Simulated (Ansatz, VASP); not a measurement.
**Two plane-wave programs on GaN**

The input INCAR:

```
PREC = Accurate ; ENCUT = 520
EDIFF = 1E-8 ; ISMEAR = -1
SIGMA = 0.02 ; LREAL = F
LASPH = T ; NELM = 80
ALGO = Normal ; ISIF = 2
LWAVE = F ; LCHARG = F
GGA = PE ; LEFG = T
NBANDS = 26
```

File KPOINTS:

```
regular mesh
0
Gamma
  10 10 6
```

File POSCAR:

```
GaN
1.0
    3.1800000000      0.0000000000      0.0000000000
   -1.5900000000      2.7539607840      0.0000000000
    0.0000000000      0.0000000000      5.1660000000
Ga N
2 2
Direct
    0.3333333333      0.6666666667     -0.0010334306
    0.6666666667      0.3333333333      0.4989665694
    0.3333333333      0.6666666667      0.3760334306
    0.6666666667      0.3333333333      0.8760334306
```

Input for Ansatz:

```yaml
crystal:
  lattice:
    - [3.18, 0.0, 0.0]
    - [-1.59, 2.753960784, 0.0]
    - [0.0, 0.0, 5.166]
  atoms:
    - { symbol: Ga, position: [0.3333333333, 0.6666666667, -0.0010334306] }
    - { symbol: Ga, position: [0.6666666667, 0.3333333333, 0.4989665694] }
    - { symbol: "N", position: [0.3333333333, 0.6666666667, 0.3760334306] }
    - { symbol: "N", position: [0.6666666667, 0.3333333333, 0.8760334306] }
kpoints:
  mp_grid: { grid: [10, 10, 6] }
scf:
  occupations: { method: fermi_dirac, width: 0.02 }
  mixing: { algorithm: broyden, beta: 0.7 }
hamiltonian:
  xc: pbe
  pseudopotentials: { kind: paw }
output:
  forces: true
  stress: true
  populations: true
  efg:
    quadrupole_moments_barn: { Ga: 0.107, "N": 0.02044 }
    contact_densities: true
```

Alike in both runs: task electric field gradients; functional PBE; k mesh 10 × 10 × 6; occupations fermi-dirac, width 0.02 eV; no spin polarisation.

|  | VASP | Ansatz |
| --- | --- | --- |
| version | VASP 6.6.1 | Ansatz 0.2.0 |
| potentials or method | VASP PAW PBE potentials, release 64 (Ga_d, N) | plane-wave PAW, scalar-relativistic |
| plane-wave cutoff (eV) | 520 | 420 |
| valence electrons in the cell | 36 | 36 |

|  | VASP | Ansatz | Ansatz less VASP |
| --- | --- | --- | --- |
| gap on the k mesh at the Fermi level (eV) | 1.99 | 1.98 | -0.008 |
| pressure (GPa) | 7.3 | 7.3 | -0.03 |
| traceless stress, the component that is largest in VASP (GPa) | 0.60 | 0.57 | -0.031 |
| size of Vzz on the site where it differs most (V/Å²) | 3.9 | 4.2 | +0.25 |

With one functional, cell and mesh, what is left measures potentials, basis and numerics.
